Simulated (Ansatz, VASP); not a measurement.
**Two plane-wave programs on SnO2**

File INCAR:

```
PREC = Accurate
ENCUT = 520
EDIFF = 1E-6
ISMEAR = -1
SIGMA = 0.05
LREAL = F
LASPH = T
NELM = 60
ALGO = Normal
ISIF = 2
LWAVE = F
LCHARG = F
GGA = PE
NBANDS = 35
```

File KPOINTS:

```
regular mesh
0
Gamma
  5 5 7
```

The input POSCAR:

```
SnO2
1.0
    4.7380000000     -0.0236900000      0.0000000000
   -0.0236900000      4.7380000000      0.0000000000
    0.0000000000      0.0000000000      3.1865000000
Sn O
2 4
Direct
    0.5000000000      0.5000000000      0.5000000000
    0.0000000000      0.0000000000      0.0000000000
    0.8071000000      0.1929000000      0.5000000000
    0.6929000000      0.6929000000      0.0000000000
    0.1929000000      0.8071000000      0.5000000000
    0.3071000000      0.3071000000      0.0000000000
```

The input input.yaml:

```yaml
crystal:
  lattice:
    - [4.738, -0.02369, 0.0]
    - [-0.02369, 4.738, 0.0]
    - [0.0, 0.0, 3.1865]
  atoms:
    - { symbol: Sn, position: [0.5, 0.5, 0.5] }
    - { symbol: Sn, position: [0.0, 0.0, 0.0] }
    - { symbol: O, position: [0.8071, 0.1929, 0.5] }
    - { symbol: O, position: [0.6929, 0.6929, 0.0] }
    - { symbol: O, position: [0.1929, 0.8071, 0.5] }
    - { symbol: O, position: [0.3071, 0.3071, 0.0] }
hamiltonian:
  xc: pbe
  pseudopotentials: { kind: paw }
kpoints:
  mp_grid: { grid: [5, 5, 7] }
scf:
  occupations: { method: fermi_dirac, width: 0.05 }
output:
  forces: true
  stress: true
  eigenvalues: true
```

Alike in both runs: task single point; functional PBE; k mesh 5 × 5 × 7; occupations fermi-dirac, width 0.05 eV; no spin polarisation.

|  | VASP | Ansatz |
| --- | --- | --- |
| version | VASP 6.6.1 | Ansatz 0.2.0 |
| potentials or method | VASP PAW PBE potentials, release 64 (Sn_d, O) | Ansatz PAW |
| plane-wave cutoff (eV) | 520 | 420 |
| valence electrons in the cell | 52 | 52 |

VASP gave:

- gap on the k mesh at the Fermi level (eV): 1.27
- least direct gap on the mesh (eV): 1.27
- pressure (GPa): 11.8
- traceless stress, the component that is largest in VASP (GPa): 2.19
- rms of the force components (eV/Å): 0.139

Problem. Estimate Ansatz's values.

Solution. gap on the k mesh at the Fermi level (eV): 1.28; least direct gap on the mesh (eV): 1.28; pressure (GPa): 11.1; traceless stress, the component that is largest in VASP (GPa): 1.95; rms of the force components (eV/Å): 0.130.

Atom by atom the forces differ by 0.009 eV/Å (rms over components). The functional is the same, so the differences come from potentials, cutoffs and numerics.

Noted on Ansatz's run: odd divisions of the mesh miss points on the zone boundary, where band edges often lie, so the gap on the mesh can be too wide.
